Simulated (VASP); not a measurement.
Set up this calculation in VASP 6.6.1, as the native input.

| Item | Value |
| --- | --- |
| Task | single point |
| Functional | LDA |
| Potentials or basis | VASP PAW LDA potentials, release 64 (In_d, As) |
| Cutoff | 520 eV |
| k mesh | 8 × 8 × 8 |
| Occupations | fermi-dirac, width 0.05 eV |
| Spin | no spin polarisation |
| Dipole correction | no |
| Further INCAR settings | ALGO = Normal; EDIFF = 1e-07; NBANDS = 16 |

The structure of InAs lies in POSCAR:

```
InAs
1.0
    0.0000000000      2.9563908761      2.9563908761
    2.9563908761      0.0000000000      2.9563908761
    2.9563908761      2.9563908761      0.0000000000
In As
1 1
Direct
    0.0000000000      0.0000000000      0.0000000000
    0.7500000000      0.7500000000      0.7500000000
```

The input as run:

INCAR

```
PREC     = Accurate       # precision mode
ENCUT    = 520            # plane-wave cutoff, eV
EDIFF    = 1E-7           # SCF threshold, eV
ISMEAR   = -1             # smearing method
SIGMA    = 0.05           # smearing width, eV
LREAL    = False          # projectors in reciprocal space
LASPH    = True           # aspherical terms in the spheres
NELM     = 100            # most SCF steps
ALGO     = Normal         # electronic algorithm
ISIF     = 2              # what is computed and relaxed
LWAVE    = False          # write WAVECAR
LCHARG   = False          # write CHGCAR
GGA      = CA             # functional
NBANDS   = 16             # bands
```

KPOINTS

```
Automatic mesh
0
Gamma
  8 8 8
```

Potentials or basis: VASP PAW LDA potentials, release 64 (In_d, As).

Run with:

```console
$ cat potpaw_LDA.64/In_d/POTCAR potpaw_LDA.64/As/POTCAR > POTCAR
$ mpirun -np 1 vasp_std > vasp.out
```

It gave:

```
Pressure               : 4.1 GPa
Band gap on the k mesh : zero (filled and empty bands touch)
```

Caveat: spin-orbit coupling is left out, which moves the levels of the heavy elements.

Wall time 17 s on 1 thread of Intel Xeon 6975P-C (shared host), peak memory 0.16 GiB.
